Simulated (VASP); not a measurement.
## Na17H15 (a cell with a defect): single point with PBE

The system is Na17H15 (a cell with a defect).

```xyz
32
Lattice="-4.8309 4.8309 4.8309 4.8309 -4.8309 4.8309 4.8309 4.8309 -4.8309" Properties=species:S:1:pos:R:3 pbc="T T T"
Na   -0.3378    0.0000    4.8309
Na    4.8309    2.4155    2.4155
Na    0.3378    4.8309    0.0000
Na   -2.4155    2.4155    4.8309
Na    0.0000    2.4155    2.4155
Na    2.4155    4.8309    2.4155
Na    2.4155    2.7532    4.8309
Na    0.0000    0.0000    0.0000
Na   -2.4155    4.8309    2.7532
Na    4.8309    2.4155   -2.4155
Na    4.8309    0.0000    0.0000
Na    2.4155   -2.7532    4.8309
Na    4.8309   -2.4155    2.4155
Na    2.4155    4.8309   -2.4155
Na    2.4155    2.4155    0.0000
Na    2.4155    0.0000    2.0777
Na    2.4155    0.0000    4.8309
H    -2.4155    2.4317    2.3992
H     2.4155    4.8309    0.0000
H     0.0163    2.3992    4.8309
H     2.4155    2.3992    2.4317
H     0.0163    0.0000    7.2301
H    -0.0163    7.2301    0.0000
H     2.4155    0.0000    0.0000
H    -0.0163    4.8309    2.3992
H     2.4155   -2.3992    2.4317
H     7.2464    0.0000    0.0000
H    -0.0163    2.4317    0.0000
H     2.4155    2.3992   -2.4317
H     0.0163    0.0000    2.4317
H     4.8472    2.4317    0.0000
H     4.8146    0.0000    2.4317
```

| Property | Result |
| --- | --- |
| Program | VASP 6.6.1 |
| Task | single point |
| Functional | PBE |
| Potentials or basis | VASP PAW PBE potentials, release 64 (Na_pv, H) |
| Cutoff | 520 eV |
| k mesh | 2 × 2 × 2, shifted |
| Occupations | gaussian, width 0.01 eV |
| Spin | collinear spin |

The largest force is 0.003 eV/Å. The net moment is 1.00 μB per cell. The site moments are Na +0.01, +0.00, +0.14 (each value once); H +0.00 μB and the valence electrons inside the program's atomic spheres are Na 6.07, 6.04, 6.05, 6.12 (each value once); H 0.51, 0.54 (each value once).

Forces in eV/Å, atoms in the order of the input:
```
Na   0.003  0.000  0.000
Na   0.000  0.000  0.000
Na  -0.003  0.000  0.000
Na   0.000  0.000  0.000
Na   0.000  0.000  0.000
Na   0.000  0.000  0.000
Na   0.000 -0.003  0.000
Na   0.000  0.000  0.000
Na   0.000  0.000 -0.003
Na   0.000  0.000  0.000
Na   0.000  0.000  0.000
Na   0.000  0.003  0.000
Na   0.000  0.000  0.000
Na   0.000  0.000  0.000
Na   0.000  0.000  0.000
Na   0.000  0.000  0.003
Na   0.000  0.000  0.000
H    0.000  0.000  0.000
H    0.000  0.000  0.000
H    0.000  0.000  0.000
H    0.000  0.000  0.000
H    0.000  0.000  0.000
H    0.000  0.000  0.000
H    0.000  0.000  0.000
H    0.000  0.000  0.000
H    0.000  0.000  0.000
H    0.000  0.000  0.000
H    0.000  0.000  0.000
H    0.000  0.000  0.000
H    0.000  0.000  0.000
H    0.000  0.000  0.000
H    0.000  0.000  0.000
```

Levels at points of the mesh, in eV from the Fermi level:
Spin up:
| k point | band 64 | band 65 | band 66 | band 67 | band 68 | band 69 | band 70 | band 71 |
| --- | --- | --- | --- | --- | --- | --- | --- | --- |
| (0.25, 0.25, 0.25) | -2.76 | -2.76 | -2.76 | -0.22 | 2.21 | 2.21 | 2.21 | 2.73 |
Spin down:
```tsv
k point	band 63	band 64	band 65	band 66	band 67	band 68	band 69	band 70
(0.25, 0.25, 0.25)	-2.74	-2.73	-2.73	-2.73	0.47	2.62	2.62	2.62
```

Wall time 5.5 min on 1 thread of Intel(R) Xeon(R) Platinum 8259CL CPU @ 2.50GHz (Skylake/Cascade Lake) (shared host), peak memory 0.78 GiB.

Caveat: the cell carries a net charge on a neutralising background, which shifts energy and pressure; the cell is charged against a uniform background, so pressure and absolute levels hang on convention.
